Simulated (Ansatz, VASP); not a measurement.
One calculation of CdSe, two programs

```
CELL_PARAMETERS angstrom
4.30000 0.00000 0.00000
-2.15000 3.72391 0.00000
0.00000 0.00000 7.02000
ATOMIC_POSITIONS crystal
Cd 0.66667 0.33333 0.50000
Cd 0.33333 0.66667 0.00000
Se 0.66667 0.33333 0.88500
Se 0.33333 0.66667 0.38500
```

Alike in both runs: task single point; functional PBE; k mesh 7 × 7 × 4; occupations gaussian, width 0.023 eV; no spin polarisation.

```csv
,VASP,Ansatz
version,VASP 6.6.1,Ansatz 0.2.0
potentials or method,"VASP PAW PBE potentials, release 64 (Cd, Se)",Ansatz PAW
plane-wave cutoff (eV),520,420
valence electrons in the cell,36,72
```

|  | VASP | Ansatz | Ansatz less VASP |
| --- | --- | --- | --- |
| gap on the k mesh at the Fermi level (eV) | 0.70 | 0.70 | 0.000 |
| least direct gap on the mesh (eV) | 0.70 | 0.70 | 0.000 |
| pressure (GPa) | 3.3 | 3.0 | -0.32 |
| traceless stress, the component that is largest in VASP (GPa) | -1.40 | -1.35 | +0.053 |
| rms of the force components (eV/Å) | 0.168 | 0.163 | -0.0055 |

Atom by atom the forces differ by 0.006 eV/Å (rms over components). With one functional, cell and mesh, what is left measures potentials, basis and numerics. VASP's potentials hold 36 valence electrons a cell and Ansatz's 72, so a difference there can come from the potentials and not from the codes.

Noted on Ansatz's run: odd divisions of the mesh miss points on the zone boundary, where band edges often lie, so the gap on the mesh can be too wide.
